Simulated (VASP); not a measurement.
Input of a VASP 6.6.1 run:

Contents of INCAR:

```
ALGO     = Normal         # electronic algorithm
EDIFF    = 1E-7           # SCF threshold, eV
EDIFFG   = -0.04          # ionic threshold
ENCUT    = 600            # plane-wave cutoff, eV
GGA      = PE             # functional
IBRION   = 2              # ionic algorithm
ISIF     = 3              # what is computed and relaxed
ISMEAR   = 0              # smearing method
LASPH    = True           # aspherical terms in the spheres
LCHARG   = False          # write CHGCAR
LREAL    = False          # projectors in reciprocal space
LWAVE    = False          # write WAVECAR
NELM     = 80             # most SCF steps
NSW      = 90             # ionic steps
PREC     = Accurate       # precision mode
SIGMA    = 0.1            # smearing width, eV
```

File KPOINTS:

```
k-points
0
Gamma
  4 4 2
```

Contents of POSCAR:

```
BeCd2Se3
1.0
    3.8874966100      0.0000000000      0.0000000000
    0.0000000000      3.8874966100      0.0000000000
    0.0000000000      0.0000000000      8.4467669900
Be Cd Se
1 2 3
Direct
    0.0000000000      0.0000000000      0.0000000000
    0.5000000000      0.0000000000      0.2626059900
    0.0000000000      0.5000000000      0.7373940100
    0.5000000000      0.0000000000      0.6250519800
    0.0000000000      0.5000000000      0.3749480200
    0.5000000000      0.5000000000      0.0000000000
```

Potentials or basis: VASP PAW PBE potentials, release 64 (Be, Cd, Se).

Command:

```sh
$ cat potpaw_PBE.64/Be/POTCAR potpaw_PBE.64/Cd/POTCAR potpaw_PBE.64/Se/POTCAR > POTCAR
$ mpirun -np 1 vasp_std > vasp.out
```

Task: Predict the relaxed volume.

Result: 24.92 Å³/atom.

Task: Predict the band gap on the k mesh.

Result: Zero (bands 22 and 23 overlap by 1.41 eV).

Stress tensor (GPa, compression positive):
```
 0.08  0.00  0.00
 0.00  0.08  0.00
 0.00  0.00 -0.12
```

Caveat: the k points lie up to 0.43 Å⁻¹ apart in the final cell, too coarse for converged energies and pressures of a metal; the volume moved by over 15 % at a fixed basis, so the end points are rough.
